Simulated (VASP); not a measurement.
Set up this calculation in VASP 6.6.1, as the native input.

- Task: electric field gradients
- Functional: r2SCAN
- Potentials or basis: VASP PAW PBE potentials, release 64 (Sb)
- Cutoff: 520 eV
- k mesh: 11 × 11 × 11
- Occupations: fermi-dirac, width 0.05 eV
- Spin: no spin polarisation
- Dipole correction: no
- Further INCAR settings: ALGO = Normal; EDIFF = 1e-08; NBANDS = 12

Crystal: Sb.

```
Sb
1.0
     2.19506    1.26732    3.86153
    -2.19506    1.26732    3.86153
     0.00000   -2.53464    3.86153
Sb
2
Direct
  0.26826 0.26826 0.26826
  0.73174 0.73174 0.73174
```

One way to write it, as run:

POSCAR

```
Sb
1.0
    2.1950604319      1.2673187312      3.8615336600
   -2.1950604319      1.2673187312      3.8615336600
    0.0000000000     -2.5346374625      3.8615336600
Sb
2
Direct
    0.2682562500      0.2682562500      0.2682562500
    0.7317437500      0.7317437500      0.7317437500
```

INCAR.step1

```
PREC = Accurate
ENCUT = 520
ISMEAR = -1
SIGMA = 0.05
LREAL = F
LASPH = T
NELM = 80
NBANDS = 12
GGA = PE
ALGO = Normal
EDIFF = 1E-4
LWAVE = T
LCHARG = F
```

INCAR.step2

```
PREC = Accurate
ENCUT = 520
EDIFF = 1E-8
ISMEAR = -1
SIGMA = 0.05
LREAL = F
LASPH = T
NELM = 80
ALGO = Normal
ISIF = 2
LWAVE = F
LCHARG = F
METAGGA = R2SCAN
LMIXTAU = T
LEFG = T
NBANDS = 12
ISTART = 1
```

KPOINTS

```
regular mesh
0
Gamma
  11 11 11
```

Potentials or basis: VASP PAW PBE potentials, release 64 (Sb).

The run is started by

```bash
$ cat potpaw_PBE.64/Sb/POTCAR > POTCAR
$ cp INCAR.step1 INCAR
$ mpirun -np 1 vasp_std > vasp.out
$ cp INCAR.step2 INCAR
$ mpirun -np 1 vasp_std > vasp.out
```

Results of the run:

```
Pressure                                : -1.2 GPa
Largest force                           : 0.076 eV/Å
Band gap on the k mesh                  : zero (bands 5 and 6 overlap by 0.15 eV)
Largest electric field gradient by atom : Sb -66.1 V/Å²
```

Caveat: without QUAD_EFG the Cq values of the log hold for a quadrupole moment of 1 mb, not for the nuclei; the PAW data sets were made with another functional, which shifts forces and pressure a little; spin-orbit coupling is left out, which moves the levels of the heavy elements.

It took 6 min on 1 thread of AMD EPYC 9R14 (Zen 4), on a shared host, peak memory 0.25 GiB.
